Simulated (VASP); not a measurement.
A run of VASP 6.6.1 is set up as follows.

The input INCAR:

```
SYSTEM = O
ALGO = Normal
EDIFF = 1E-6
ENCUT = 520
GGA = PE
ISIF = 2
ISMEAR = -1
LASPH = .True.
LCHARG = .False.
LREAL = .False.
LWAVE = .False.
NBANDS = 13
NELM = 80
PREC = Accurate
SIGMA = 0.05
```

KPOINTS

```
k-points
0
Gamma
  10 10 7
  0 0 0
```

POSCAR

```
O
1.0
    2.8514028533     -1.6624159400      0.0000000000
    2.8514028533      1.6624159400      0.0000000000
   -2.3944914034      0.0000000000      3.6470501824
O
2
Direct
    0.9759870000      0.9781390000      0.8392170000
    0.0063250000      0.0450590000      0.1663370000
```

Potentials or basis: VASP PAW PBE potentials, release 64 (O).

The run is started by

```bash
$ cat potpaw_PBE.64/O/POTCAR > POTCAR
$ mpirun -np 1 vasp_std > vasp.out
```

Problem. Estimate the pressure.

Solution. -8.8 GPa.

Problem. Predict the largest force.

Solution. 3.522 eV/Å.

Problem. What does it give for the band gap on the k mesh?

Solution. Zero (bands 6 and 7 overlap by 0.29 eV).

Stress tensor (GPa, compression positive):
```
 -2.76   0.37   8.05
  0.37  -3.08  -0.97
  8.05  -0.97 -20.46
```

Caveat: the cell differs from its parent crystal (atoms moved at random); spin is off for a triplet molecule; the cell stands under tension; this functional lacks dispersion, which holds the molecules together, so the pressure and a relaxed volume are unreliable; forces of over 1 eV/Å act on the atoms, so gaps and moduli don't describe the material at rest.
